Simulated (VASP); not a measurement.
Write the native input for VASP 6.6.1 that does the following.

```yaml
Task: single point
Functional: PBE
Potentials_or_basis: VASP PAW PBE potentials, release 64 (S)
Cutoff: 520 eV
k_mesh: 18 × 18 × 18
Occupations: gaussian, width 0.05 eV
Spin: no spin polarisation
Dipole_correction: no
Further_INCAR_settings: ALGO = Normal; EDIFF = 1e-06; NBANDS = 9
```

The structure of S lies in POSCAR:

```
S
1.0
   -1.5791748736      1.5791748736      1.5791748736
    1.5791748736     -1.5791748736      1.5791748736
    1.5791748736      1.5791748736     -1.5791748736
S
1
Direct
    0.0000000000      0.0000000000      0.0000000000
```

These files were run (other wordings do the same):

INCAR

```
  ALGO = Normal
  EDIFF = 1E-6
  ENCUT = 520
  GGA = PE
  ISIF = 2
  ISMEAR = 0
  LASPH = T
  LCHARG = F
  LREAL = F
  LWAVE = F
  NBANDS = 9
  NELM = 80
  PREC = Accurate
  SIGMA = 0.05
```

KPOINTS

```
k-points
0
Gamma
  18 18 18
```

Potentials or basis: VASP PAW PBE potentials, release 64 (S).

Command:

```sh
$ cat potpaw_PBE.64/S/POTCAR > POTCAR
$ mpirun -np 1 vasp_std > vasp.out
```

It gave:

| Item | Value |
| --- | --- |
| Pressure | -0.1 GPa |
| Band gap on the k mesh | zero (band 3 reaches 10.76 eV, above the bottom of band 4 at 4.12 eV) |

It took 6.8 s on 1 thread of Intel(R) Xeon(R) 6975P-C (Granite Rapids), on a shared host, peak memory 0.13 GiB.
